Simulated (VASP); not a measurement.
# Ba2MgAlC6N6: relaxation of cell and atoms with PBE

Ba2MgAlC6N6:

```
CELL_PARAMETERS angstrom
0.00000 5.29804 5.29804
5.29804 0.00000 5.29804
5.29804 5.29804 0.00000
ATOMIC_POSITIONS crystal
Ba 0.25000 0.25000 0.25000
Ba 0.75000 0.75000 0.75000
Mg 0.00000 0.00000 0.00000
Al 0.50000 0.50000 0.50000
C 0.79298 0.20702 0.20702
C 0.20702 0.79298 0.20702
C 0.20702 0.20702 0.79298
C 0.20702 0.79298 0.79298
C 0.79298 0.20702 0.79298
C 0.79298 0.79298 0.20702
N 0.68040 0.31960 0.31960
N 0.31960 0.68040 0.31960
N 0.31960 0.31960 0.68040
N 0.31960 0.68040 0.68040
N 0.68040 0.31960 0.68040
N 0.68040 0.68040 0.31960
```

| Property | Result |
| --- | --- |
| Program | VASP 6.6.1 |
| Task | relaxation of cell and atoms |
| Functional | PBE |
| Potentials or basis | VASP PAW PBE potentials, release 64 (Ba_sv, Mg, Al, C, N) |
| Cutoff | 600 eV |
| k mesh | 6 × 6 × 6 |
| Occupations | gaussian, width 0.1 eV |
| Spin | no spin polarisation |
| Dipole correction | no |
| Further INCAR settings | LREAL = Auto; ALGO = Normal; EDIFF = 1e-06; IBRION = 2; EDIFFG = -0.01; NSW = 100; ISIF = 3 |

```json
{
  "Relaxed volume": "18.61 Å³/atom",
  "Relaxed cell": "a = 7.496 Å, b = 7.496 Å, c = 7.496 Å, α = 60.00°, β = 60.00°, γ = 60.00°",
  "Space group after relaxing (to 0.1 Å)": "Fm-3m (No. 225)",
  "Energy gained by relaxing": "0.1 meV/atom",
  "Ionic steps": "5",
  "Pressure after relaxing": "0.0 GPa",
  "Largest force after relaxing": "0.006 eV/Å",
  "Band gap on the k mesh": "zero (an odd number of electrons rules out a gap without spin polarisation)"
}
```

Forces on the atoms (eV/Å):
```
Ba   0.000  0.000  0.000
Ba   0.000  0.000  0.000
Mg   0.000  0.000  0.000
Al   0.000  0.000  0.000
C   -0.006  0.000  0.000
C    0.000 -0.006  0.000
C    0.000  0.000 -0.006
C    0.006  0.000  0.000
C    0.000  0.006  0.000
C    0.000  0.000  0.006
N   -0.003  0.000  0.000
N    0.000 -0.003  0.000
N    0.000  0.000 -0.003
N    0.003  0.000  0.000
N    0.000  0.003  0.000
N    0.000  0.000  0.003
```

Step by step:
| step | energy change (eV) | largest force (eV/Å) | pressure (GPa) | volume (Å³) |
| --- | --- | --- | --- | --- |
| 1 | 0.0000 | 0.2381 | 0.36 | 297.42 |
| 2 | 0.1302 | 1.9997 | -2.38 | 299.25 |
| 3 | -0.0018 | 0.0222 | 0.04 | 297.61 |
| 4 | -0.0018 | 0.0174 | 0.05 | 297.61 |
| 5 | -0.0018 | 0.0056 | 0.01 | 297.81 |

Final structure:
```
Ba Mg Al C N
1.0
     0.00000    5.30032    5.30032
     5.30032    0.00000    5.30032
     5.30032    5.30032    0.00000
Ba Mg Al C N
2 1 1 6 6
Direct
  0.25000 0.25000 0.25000
  0.75000 0.75000 0.75000
  0.00000 0.00000 0.00000
  0.50000 0.50000 0.50000
  0.79312 0.20688 0.20688
  0.20688 0.79312 0.20688
  0.20688 0.20688 0.79312
  0.20688 0.79312 0.79312
  0.79312 0.20688 0.79312
  0.79312 0.79312 0.20688
  0.68036 0.31964 0.31964
  0.31964 0.68036 0.31964
  0.31964 0.31964 0.68036
  0.31964 0.68036 0.68036
  0.68036 0.31964 0.68036
  0.68036 0.68036 0.31964
```

Levels at points of the mesh, in eV from the Fermi level:
```tsv
k point	band 35	band 36	band 37	band 38	band 39	band 40	band 41	band 42	band 43	band 44
(0.00, 0.00, 0.00)	-5.36	-5.36	-4.54	-4.54	-0.56	-0.56	-0.56	-0.21	0.10	0.10
(0.50, 0.00, 0.00)	-5.08	-5.08	-4.66	-4.66	0.20	0.23	0.23	0.40	0.40	0.42
(0.50, 0.50, 0.00)	-5.30	-5.03	-4.95	-4.49	-0.56	0.39	0.43	0.71	0.71	0.93
```

Run time: 51 min on 1 thread of Intel Xeon 8259CL, on a shared host, peak memory 0.64 GiB.

Caveat: spin-orbit coupling is left out, which moves the levels of the heavy elements; an odd number of electrons without spin polarisation forces a metal; a magnetic or distorted state may lie lower.
